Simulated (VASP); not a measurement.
# PbO2 (P4_2/mnm) in VASP: single point with PBE0

Aim: the single point of PbO2 with PBE0.

All numbers are computed with VASP 6.6.1; they aren't measurements. Logs are shortened: lines on timing, memory, paths and dates and some standing lists are left out, and cuts for length are marked.

## (1) The cell of the first run

The structure is tetragonal, space group P4_2/mnm (No. 136). Conventional cell: a = 4.984 Å, b = 4.984 Å, c = 3.408 Å, α = 90.00°, β = 90.00°, γ = 90.00°. Within 2.9 Å of Pb (site symmetry mmm) lie 6 O at 2.17 to 2.18 Å. O (site symmetry m2m) has 3 Pb at 2.17 to 2.18 Å and 1 O at 2.72 Å within 2.9 Å.

## (2) Single point, PBE0

POSCAR reads:

```
PbO2
1.0
    4.9838461250      0.0000000000      0.0000000000
    0.0000000000      4.9838461250      0.0000000000
    0.0000000000      0.0000000000      3.4076223136
Pb O
2 4
Direct
    0.0000000000      0.0000000000      0.0000000000
    0.5000000000      0.5000000000      0.5000000000
    0.3072128126      0.3072128126      0.0000000000
    0.1927871874      0.8072128126      0.5000000000
    0.8072128126      0.1927871874      0.5000000000
    0.6927871874      0.6927871874      0.0000000000
```

INCAR.step1 reads:

```
SYSTEM = PbO2
PREC = Accurate ; ENCUT = 520
EDIFF = 1E-5 ; ISMEAR = -1
SIGMA = 0.02 ; LREAL = .False.
LASPH = .True. ; NELM = 60
ALGO = Normal ; ISIF = 2
LWAVE = .True. ; LCHARG = .False.
NBANDS = 35 ; GGA = PE
KPAR = 4
```

INCAR.step2 reads:

```
SYSTEM = PbO2
PREC = Accurate ; ENCUT = 520
EDIFF = 1E-6 ; ISMEAR = -1
SIGMA = 0.02 ; LREAL = .False.
LASPH = .True. ; NELM = 60
ALGO = Normal ; ISIF = 2
LWAVE = .False. ; LCHARG = .False.
GGA = PE ; LHFCALC = .True.
AEXX = 0.25 ; PRECFOCK = Fast
NBANDS = 35 ; ISTART = 1
KPAR = 4
```

KPOINTS reads:

```
regular mesh
0
Gamma
  4 4 4
  0 0 0
```

Potentials or basis: VASP PAW PBE potentials, release 64 (Pb_d, O).

Run with:

```console
cat potpaw_PBE.64/Pb_d/POTCAR potpaw_PBE.64/O/POTCAR > POTCAR
cp INCAR.step1 INCAR
mpirun -np 4 vasp_std > vasp.out
cp INCAR.step2 INCAR
mpirun -np 4 vasp_std > vasp.out
```

OUTCAR:

```text
SYSTEM = PbO2
   PREC = Accurate
   ENCUT = 520
   EDIFF = 1E-6
   ISMEAR = -1
   LREAL = .False.
   LASPH = .True.
   NELM = 60
   ISIF = 2
   GGA = PE
   LHFCALC = .True.
   AEXX = 0.25
   PRECFOCK = Fast
   ISTART = 1

 ion  position               nearest neighbor table
   1  0.000  0.000  0.000-   3 2.17   6 2.17   5 2.18   4 2.18   4 2.18   5 2.18   2 3.91   2 3.91
                             2 3.91   2 3.91   2 3.91   2 3.91   2 3.91   2 3.91
   2  0.500  0.500  0.500-   4 2.17   5 2.17   3 2.18   6 2.18   3 2.18   6 2.18   1 3.91   1 3.91
                             1 3.91   1 3.91   1 3.91   1 3.91   1 3.91   1 3.91
   3  0.307  0.307  0.000-   1 2.17   2 2.18   2 2.18
   4  0.193  0.807  0.500-   2 2.17   1 2.18   1 2.18
   5  0.807  0.193  0.500-   2 2.17   1 2.18   1 2.18
   6  0.693  0.693  0.000-   1 2.17   2 2.18   2 2.18

  LATTYP: Found a simple tetragonal cell.
 ALAT       =     4.9838461250
 C/A-ratio  =     0.6837334517

  Lattice vectors:

 A1 = (   4.9838461250,   0.0000000000,   0.0000000000)
 A2 = (   0.0000000000,   4.9838461250,   0.0000000000)
 A3 = (   0.0000000000,   0.0000000000,   3.4076223136)

Analysis of symmetry for initial positions (statically):
=====================================================================
 Subroutine PRICEL returns:
 Original cell was already a primitive cell.

 Routine SETGRP: Setting up the symmetry group for a
 simple tetragonal supercell.

 Subroutine GETGRP returns: Found 16 space group operations
 (whereof  8 operations were pure point group operations)
 out of a pool of 16 trial point group operations.

The static configuration has the point symmetry D_2h.
 The point group associated with its full space group is D_4h.

Analysis of symmetry for dynamics (positions and initial velocities):
=====================================================================
 Subroutine PRICEL returns:
 Original cell was already a primitive cell.

 Routine SETGRP: Setting up the symmetry group for a
 simple tetragonal supercell.

 Subroutine GETGRP returns: Found 16 space group operations
 (whereof  8 operations were pure point group operations)
 out of a pool of 16 trial point group operations.

The dynamic configuration has the point symmetry D_2h.
 The point group associated with its full space group is D_4h.

 Subroutine INISYM returns: Found 16 space group operations
 (whereof  8 operations are pure point group operations),
 and found     1 'primitive' translations

----------------------------------------------------------------------------------------

                                     Primitive cell

  volume of cell :      84.6410

  direct lattice vectors                    reciprocal lattice vectors
     4.983846125  0.000000000  0.000000000     0.200648249  0.000000000  0.000000000
     0.000000000  4.983846125  0.000000000     0.000000000  0.200648249  0.000000000
     0.000000000  0.000000000  3.407622314     0.000000000  0.000000000  0.293459752

  length of vectors
     4.983846125  4.983846125  3.407622314     0.200648249  0.200648249  0.293459752

  position of ions in fractional coordinates (direct lattice)
     0.000000000  0.000000000  0.000000000
     0.500000000  0.500000000  0.500000000
     0.307212813  0.307212813  0.000000000
     0.192787187  0.807212813  0.500000000
     0.807212813  0.192787187  0.500000000
     0.692787187  0.692787187  0.000000000

  ion indices of the primitive-cell ions
   primitive index   ion index
                 1           1
                 2           2
                 3           3
                 4           4
                 5           5
                 6           6

----------------------------------------------------------------------------------------

 KPOINTS: regular mesh

Automatic generation of k-mesh.
 Grid dimensions read from file:
 generate k-points for:    4    4    4

 Generating k-lattice:

  Cartesian coordinates                     Fractional coordinates (reciprocal lattice)
     0.050162062  0.000000000  0.000000000     0.250000000  0.000000000  0.000000000
     0.000000000  0.050162062  0.000000000     0.000000000  0.250000000  0.000000000
     0.000000000  0.000000000  0.073364938     0.000000000  0.000000000  0.250000000

  Length of vectors
     0.050162062  0.050162062  0.073364938

  Shift w.r.t. Gamma in fractional coordinates (k-lattice)
     0.000000000  0.000000000  0.000000000

 Subroutine IBZKPT returns following result:
 ===========================================

 Found     18 irreducible k-points:

 Following reciprocal coordinates:
            Coordinates               Weight
  0.000000  0.000000  0.000000      1.000000
  0.250000  0.000000  0.000000      4.000000
  0.500000  0.000000  0.000000      2.000000
  0.250000  0.250000  0.000000      4.000000
  0.500000  0.250000  0.000000      4.000000
  0.500000  0.500000  0.000000      1.000000
[... 10 lines left out ...]
  0.500000  0.250000  0.500000      4.000000
  0.500000  0.500000  0.500000      1.000000
   k-points           NKPTS =     18   k-points in BZ     NKDIM =     64   number of bands    NBANDS=     35
   number of dos      NEDOS =    301   number of ions     NIONS =      6
   total plane-waves  NPLWV =  44800
   dimension x,y,z NGX =    40 NGY =   40 NGZ =   28
   dimension x,y,z NGXF=    80 NGYF=   80 NGZF=   56
   ions per type =               2   4
   NGX,Y,Z   is equivalent  to a cutoff of  13.34, 13.34, 13.66 a.u.
   NGXF,Y,Z  is equivalent  to a cutoff of  26.69, 26.69, 27.32 a.u.
 SYSTEM =  PbO2
   PREC   = accura    normal or accurate (medium, high low for compatibility)
   ISTART =      1    job   : 0-new  1-cont  2-samecut
   ICHARG =      0    charge: 1-file 2-atom 10-const
   ISPIN  =      1    spin polarized calculation?
   LNONCOLLINEAR =      F non collinear calculations
   LSORBIT =      F    spin-orbit coupling
   LASPH  =      T    aspherical Exc in radial PAW
   ENCUT  =  520.0 eV  38.22 Ry    6.18 a.u.   9.27  9.27  6.34*2*pi/ulx,y,z
   NELM   =     60;   NELMIN=  2; NELMDL=  0     # of ELM steps
   EDIFF  = 0.1E-05   stopping-criterion for ELM
   LREAL  =      F    real-space projection
   EDIFFG = 0.1E-04   stopping-criterion for IOM
   NSW    =      0    number of steps for IOM
   IBRION =     -1    ionic relax: 0-MD 1-quasi-New 2-CG
   NFREE  =      0    steps in history (QN), initial steepest desc. (CG)
   ISIF   =      2    stress and relaxation
   ISYM   =      3    0-nonsym 1-usesym 2-fastsym
   POTIM  = 0.5000    time-step for ionic-motion
   TEBEG  =    0.0;   TEEND  =   0.0 temperature during run
   PSTRESS=    0.0 pullay stress
   NELECT =      52.0000    total number of electrons
   NUPDOWN=      -1.0000    fix difference up-down
   EMIN   =  10.00;   EMAX   =-10.00  energy-range for DOS
   EFERMI =   0.00;   METHOD = LEGACY
   ISMEAR =    -1;   SIGMA  =   0.02  broadening in eV -4-tet -1-fermi 0-gaus
   EFERMI_NEDOS =   21; number of points for ismear=-14 and -15
   IALGO  =     38    algorithm
   IMIX   =      1    mixing-type and parameters
     AMIX     =   0.40;   BMIX     =  1.00
     AMIX_MAG =   1.60;   BMIX_MAG =  1.00
  volume/ion in A,a.u.               =      14.11        95.20
  Fermi-wavevector in a.u.,A,eV,Ry     =   1.391711  2.629952 26.352572  1.936859
  Thomas-Fermi vector in A             =   2.515524
   LORBIT       =      0    0 simple, 1 ext, 2 COOP (PROOUT), +10 PAW based schemes
   GGA     = PE    functional components
   LHFCALC =     T    Hartree Fock is set to
   PRECFOCK=fast      Normal, Fast or Accurate (Low or Medium for compatibility)
   ENCUT4O =  -1.0   cutoff for four orbital integrals eV
   NKREDX  =     1    reduce k-point grid by
   NKREDY  =     1    reduce k-point grid by
   NKREDZ  =     1    reduce k-point grid by
   AEXX    =    0.2500 exact exchange contribution
   HFSCREEN=    0.0000 screening length (either q_TF or 0.3 A-1)
   HFSCREENC=   0.0000 screening length for correlation (either q_TF or 0.3 A-1)
   ENCUTFOCK=  -1.0 apply spherical cutoff to Coloumb kernel
   IVDW    =     0    specifies the selected vdW correction
   LEPSILON=     F    determine dielectric tensor
   LRPA    =     F    only Hartree local field effects (RPA)
 non-spin polarized calculation
  energy-cutoff  :      520.00
  volume of cell :       84.64
 maximum number of plane-waves:      2304
 NGX is ok and might be reduce to    40
  NGX = 20; NGY = 20; NGZ = 14

 number of electron      52.0000010 magnetization

 Free energy of the ion-electron system (eV)
  ---------------------------------------------------
  ext. energy  EPLUGINS =         0.00000000
  ---------------------------------------------------
  free energy    TOTEN  =       -44.10016037 eV

  energy without entropy =      -44.10015838  energy(sigma->0) =      -44.10015938

 E-fermi :   2.9495     XC(G=0):  -8.3522

 val. band max:        2.7730527261   @ k =   0.0000   0.0000   0.0000
 cond. band min:       3.1243041818   @ k =   0.0000   0.0000   0.0000
 fundamental gap:      0.3512514557
 Fermi energy:         2.9494745151

 k-point     1 :       0.0000    0.0000    0.0000
  band No.  band energies     occupation
      1     -17.1574      2.00000
      2     -16.9881      2.00000
      3     -15.3641      2.00000
      4     -15.3641      2.00000
      5     -13.9723      2.00000
      6     -13.7338      2.00000
[... 27 lines left out ...]
     34      16.6351      0.00000
     35      17.1535      0.00000

 k-point     2 :       0.2500    0.0000    0.0000
  band No.  band energies     occupation
      1     -16.9923      2.00000
      2     -16.8842      2.00000
      3     -15.7599      2.00000
      4     -15.6665      2.00000
      5     -13.7267      2.00000
      6     -13.7264      2.00000
[... 27 lines left out ...]
     34      17.1025      0.00000
     35      17.1518      0.00000
[... 568 lines left out ...]
     34      16.0196      0.00000
     35      17.9263      0.00000

 k-point    18 :       0.5000    0.5000    0.5000
  band No.  band energies     occupation
      1     -16.5773      2.00000
      2     -16.5773      2.00000
      3     -16.2631      2.00000
      4     -16.2631      2.00000
      5     -13.4814      2.00000
      6     -13.4814      2.00000
[... 27 lines left out ...]
     34      15.3845      0.00000
     35      18.5118      0.00000

------------------------ aborting loop because EDIFF is reached ----------------------------------------

  FORCE on cell =-STRESS in cart. coord.  units (eV):
  Direction    XX          YY          ZZ          XY          YZ          ZX
  --------------------------------------------------------------------------------------
  -------------------------------------------------------------------------------------
  Total       -1.1811404     -1.1811404     -1.8363260     -0.0000000      0.0000000      0.0000000
  in kB      -22.3579207    -22.3579207    -34.7599919     -0.0000000      0.0000000      0.0000000
  external PRESSURE =     -26.4919444 kB  Pullay stress =       0.0000000 kB

 VOLUME and BASIS-vectors are now :
 -----------------------------------------------------------------------------
  energy-cutoff  :      520.00
  volume of cell :       84.64
      direct lattice vectors                 reciprocal lattice vectors
     4.983846125  0.000000000  0.000000000     0.200648249  0.000000000  0.000000000
     0.000000000  4.983846125  0.000000000     0.000000000  0.200648249  0.000000000
     0.000000000  0.000000000  3.407622314     0.000000000  0.000000000  0.293459752

 POSITION                                       TOTAL-FORCE (eV/Angst)
 -----------------------------------------------------------------------------------
      0.00000      0.00000      0.00000         0.000000     -0.000000      0.000000
      2.49192      2.49192      1.70381         0.000000     -0.000000      0.000000
      1.53110      1.53110      0.00000         0.026488      0.026488      0.000000
      0.96082      4.02302      1.70381        -0.026488      0.026488     -0.000000
      4.02302      0.96082      1.70381         0.026488     -0.026488      0.000000
      3.45274      3.45274      0.00000        -0.026488     -0.026488     -0.000000
 -----------------------------------------------------------------------------------
    total drift:                               -0.000004     -0.000005      0.000001

  FREE ENERGIE OF THE ION-ELECTRON SYSTEM (eV)
  ---------------------------------------------------
  free  energy   TOTEN  =       -44.1001603675 eV

  energy  without entropy=      -44.1001583841  energy(sigma->0) =      -44.10015938
```

Wall time 17 min (4 MPI ranks of Intel Xeon Platinum 8259CL at 2.50GHz (Skylake/Cascade Lake), shared host); peak memory 0.25 GiB.

Results:

```
Free energy            : -44.1002 eV
Pressure               : -2.6 GPa
Largest force          : 0.037 eV/Å
Band gap on the k mesh : 0.35 eV
```

Forces in eV/Å, atoms in the order of the input:
```
Pb   0.000  0.000  0.000
Pb   0.000  0.000  0.000
O    0.026  0.026  0.000
O   -0.026  0.026  0.000
O    0.026 -0.026  0.000
O   -0.026 -0.026  0.000
```

Levels at points of the mesh, in eV from the valence-band top:
```
           k point  band 22  band 23  band 24  band 25  band 26  band 27  band 28  band 29  band 30  band 31
(0.00, 0.00, 0.00)    -0.72    -0.72    -0.54    -0.54     0.00     0.35     6.72     8.17     8.17    12.01
(0.50, 0.00, 0.00)    -1.51    -0.57    -0.57    -0.52    -0.52     4.55     4.55     8.81     8.81    12.50
(0.50, 0.50, 0.00)    -1.75    -0.81    -0.81    -0.60    -0.60     5.05     5.05     9.10     9.10    12.83
(0.00, 0.00, 0.50)    -1.98    -1.48    -1.48    -1.13    -1.13     6.14     6.14    11.43    11.43    12.36
(0.50, 0.00, 0.50)    -1.37    -1.09    -1.09    -0.08    -0.08     6.49     6.49     9.75     9.75    12.66
(0.50, 0.50, 0.50)    -1.78    -0.91    -0.91    -0.86    -0.86     5.04     5.04    10.77    10.77    12.58
```

Caveat: the k points lie up to 0.46 Å⁻¹ apart; the structure was generated, so it needn't be the stable form of PbO2; the PAW data sets were made with another functional, which shifts forces and pressure a little; spin-orbit coupling is left out, which moves the levels of the heavy elements.
